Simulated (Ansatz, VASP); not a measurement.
## Two plane-wave programs on B2AsH2

The input INCAR:

```
  PREC = Accurate
  ENCUT = 600
  EDIFF = 1E-6
  ISMEAR = 0
  SIGMA = 0.1
  LREAL = False
  LASPH = True
  NELM = 100
  ALGO = Normal
  ISIF = 3
  LWAVE = False
  LCHARG = False
  GGA = PE
  IBRION = 2
  NSW = 90
  EDIFFG = -0.04
```

Contents of KPOINTS:

```
regular mesh
0
Gamma
  6 6 4
```

Contents of POSCAR:

```
B2AsH2
1.0
    4.3704900700      0.0000000000      0.0000000000
   -2.1852450400      3.7849554300      0.0000000000
    0.0000000000      0.0000000000      3.9556981300
B H As
2 2 1
Direct
    0.3333333300      0.6666666700      0.5000000000
    0.6666666700      0.3333333300      0.5000000000
    0.0000000000      0.0000000000      0.1417889800
    0.0000000000      0.0000000000      0.8582110200
    0.0000000000      0.0000000000      0.5000000000
```

Input for Ansatz:

```yaml
crystal:
  lattice:
    - [4.37049007, 0.0, 0.0]
    - [-2.18524504, 3.78495543, 0.0]
    - [0.0, 0.0, 3.95569813]
  atoms:
    - { symbol: B, position: [0.33333333, 0.66666667, 0.5] }
    - { symbol: B, position: [0.66666667, 0.33333333, 0.5] }
    - { symbol: H, position: [0.0, 0.0, 0.14178898] }
    - { symbol: H, position: [0.0, 0.0, 0.85821102] }
    - { symbol: As, position: [0.0, 0.0, 0.5] }
basis:
  ecutwfc: 420
kpoints:
  mp_grid: { grid: [6, 6, 4] }
hamiltonian:
  xc: pbe
scf:
  occupations: { method: gaussian, width: 0.1 }
  lower_state_search: "off"
output:
  forces: true
  stress: true
  eigenvalues: true
relax:
  adjacent_minimum: "off"
  f_tol: 0.04
  max_steps: 70
  cell: { stress_tol: 0.4 }
```

Alike in both runs: task relaxation of cell and atoms; functional PBE; k mesh 6 × 6 × 4; occupations gaussian, width 0.1 eV; no spin polarisation.

|  | VASP | Ansatz |
| --- | --- | --- |
| version | VASP 6.6.1 | Ansatz 0.2.0 |
| potentials or method | VASP PAW PBE potentials, release 64 (B, H, As), cutoff 600 eV | scalar-relativistic, plane waves, PAW |
| valence electrons in the cell | 13 | 23 |

```csv
,VASP,Ansatz,Ansatz less VASP
"gap on the k mesh at the Fermi level, each at its own relaxed structure (eV)",none,none,-
relaxed volume (Å³/atom),16.11,18.41,+2.309
relaxed cell length with the largest relative difference (Å),6.486,7.403,+0.9171
```

A gap of «none» marks a metal or a gap that the smearing closes. One of these differences is far larger than is usual between the two programs; its cause wasn't traced. VASP's potentials hold 13 valence electrons a cell and Ansatz's 23, so a difference there can come from the potentials and not from the codes.

The k mesh is coarse, so the values compare programs but aren't converged. Noted on VASP's run: the volume moved by over 15 % at a fixed basis, so the end points are rough.
